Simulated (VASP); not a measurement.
Write the native input for VASP 6.6.1 that does the following.

| Quantity | Value |
| --- | --- |
| Task | relaxation of cell and atoms |
| Functional | r2SCAN |
| Potentials or basis | VASP PAW PBE potentials, release 64 (Ca_sv) |
| Cutoff | 600 eV |
| k mesh | 10 × 10 × 10 |
| Occupations | fermi-dirac, width 0.1 eV |
| Spin | no spin polarisation |
| Dipole correction | no |
| Further INCAR settings | ALGO = Normal; EDIFF = 1e-06; IBRION = 2; EDIFFG = -0.01; NSW = 80; ISIF = 3 |

Crystal: Ca.

```
Ca
1.0
    -2.21776    2.21776    2.21776
     2.21776   -2.21776    2.21776
     2.21776    2.21776   -2.21776
Ca
1
Cartesian
  0.0000 0.0000 0.0000
```

This isn't the form of Ca at room conditions, which is fcc.

The input as run:

POSCAR

```
Ca
1.0
   -2.2177580097      2.2177580097      2.2177580097
    2.2177580097     -2.2177580097      2.2177580097
    2.2177580097      2.2177580097     -2.2177580097
Ca
1
Direct
    0.0000000000      0.0000000000      0.0000000000
```

INCAR.step1

```
SYSTEM = Ca
PREC = Accurate ; ENCUT = 600
ISMEAR = -1 ; SIGMA = 0.1
LREAL = .FALSE. ; LASPH = .TRUE.
NELM = 100 ; GGA = PE
ALGO = Normal ; EDIFF = 1E-4
LWAVE = .TRUE. ; LCHARG = .FALSE.
```

INCAR.step2

```
SYSTEM = Ca
PREC = Accurate ; ENCUT = 600
EDIFF = 1E-6 ; ISMEAR = -1
SIGMA = 0.1 ; LREAL = .FALSE.
LASPH = .TRUE. ; NELM = 100
ALGO = Normal ; ISIF = 3
LWAVE = .FALSE. ; LCHARG = .FALSE.
METAGGA = R2SCAN ; LMIXTAU = .TRUE.
IBRION = 2 ; NSW = 80
EDIFFG = -0.01 ; ISTART = 1
```

KPOINTS

```
Automatic mesh
0
G
  10 10 10
  0 0 0
```

Potentials or basis: VASP PAW PBE potentials, release 64 (Ca_sv).

The run is started by

```bash
$ cat potpaw_PBE.64/Ca_sv/POTCAR > POTCAR
$ cp INCAR.step1 INCAR
$ mpirun -np 1 vasp_std > vasp.out
$ cp INCAR.step2 INCAR
$ mpirun -np 1 vasp_std > vasp.out
```

It gave:

* Relaxed volume: 43.47 Å³/atom
* Relaxed cell: a = 3.837 Å, b = 3.837 Å, c = 3.837 Å, α = 109.47°, β = 109.47°, γ = 109.47°
* Space group after relaxing (to 0.1 Å): Im-3m (No. 229)
* Energy gained by relaxing: 0.1 meV/atom
* Ionic steps: 2
* Pressure after relaxing: 0.0 GPa
* Band gap on the k mesh: zero (bands 5 and 6 overlap by 0.38 eV)

Caveat: the PAW data sets were made with another functional, which shifts forces and pressure a little.

Run time: 46 s on 1 thread of Intel(R) Xeon(R) 6975P-C (Granite Rapids) (shared host), peak memory 0.2 GiB.
